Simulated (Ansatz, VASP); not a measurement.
## SnO2 in VASP and in Ansatz

INCAR

```
SYSTEM = SnO2
PREC = Accurate ; ENCUT = 600
EDIFF = 1E-6 ; ISMEAR = 0
SIGMA = 0.02 ; LREAL = .False.
LASPH = .True. ; NELM = 80
ALGO = Normal ; ISIF = 3
LWAVE = .False. ; LCHARG = .False.
IBRION = 2 ; NSW = 100
EDIFFG = -0.002
```

Contents of KPOINTS:

```
Automatic mesh
0
Gamma
  6 6 8
  0 0 0
```

POSCAR

```
SnO2
1.0
    4.7373500000      0.0000000000      0.0000000000
    0.0000000000      4.7373500000      0.0000000000
    0.0000000000      0.0000000000      3.1864000000
Sn O
2 4
Direct
    0.0000000000      0.0000000000      0.0000000000
    0.5000000000      0.5000000000      0.5000000000
    0.3056200000      0.3056200000      0.0000000000
    0.1943800000      0.8056200000      0.5000000000
    0.6943800000      0.6943800000      0.0000000000
    0.8056200000      0.1943800000      0.5000000000
```

Input for Ansatz:

```yaml
crystal:
  lattice:
    - [4.73735, 0.0, 0.0]
    - [0.0, 4.73735, 0.0]
    - [0.0, 0.0, 3.1864]
  atoms:
    - { symbol: Sn, position: [0.0, 0.0, 0.0] }
    - { symbol: Sn, position: [0.5, 0.5, 0.5] }
    - { symbol: O, position: [0.30562, 0.30562, 0.0] }
    - { symbol: O, position: [0.19438, 0.80562, 0.5] }
    - { symbol: O, position: [0.69438, 0.69438, 0.0] }
    - { symbol: O, position: [0.80562, 0.19438, 0.5] }
basis:
  ecutwfc: 600.0
kpoints:
  mp_grid: { grid: [6, 6, 8] }
hamiltonian:
  xc: lda
  pseudopotentials: { kind: paw, azcp: { folder: soft_1 } }
scf:
  occupations: { method: gaussian, width: 0.02 }
output:
  forces: true
  stress: true
  eigenvalues: true
relax:
  adjacent_minimum: "off"
  f_tol: 0.002
  max_steps: 80
  cell: { stress_tol: 0.02 }
```

Alike in both runs: task relaxation of cell and atoms; functional LDA; k mesh 6 × 6 × 8; occupations gaussian, width 0.02 eV; no spin polarisation.

```csv
,VASP,Ansatz
version,VASP 6.6.1,Ansatz 0.2.0
potentials or method,"VASP PAW LDA potentials, release 64 (Sn_d, O), cutoff 600 eV","scalar-relativistic, plane waves, PAW"
valence electrons in the cell,52,52
```

```csv
,VASP,Ansatz,Ansatz less VASP
"gap on the k mesh at the Fermi level, each at its own relaxed structure (eV)",1.15,1.18,+0.036
relaxed volume (Å³/atom),11.90,11.84,-0.060
relaxed cell length with the largest relative difference (Å),3.196,3.189,-0.0077
```

Ansatz warns that its potentials were made for another functional, while VASP's fit it. LDA's correlation is that of Perdew and Zunger in VASP and of Perdew and Wang (1992) in Ansatz.
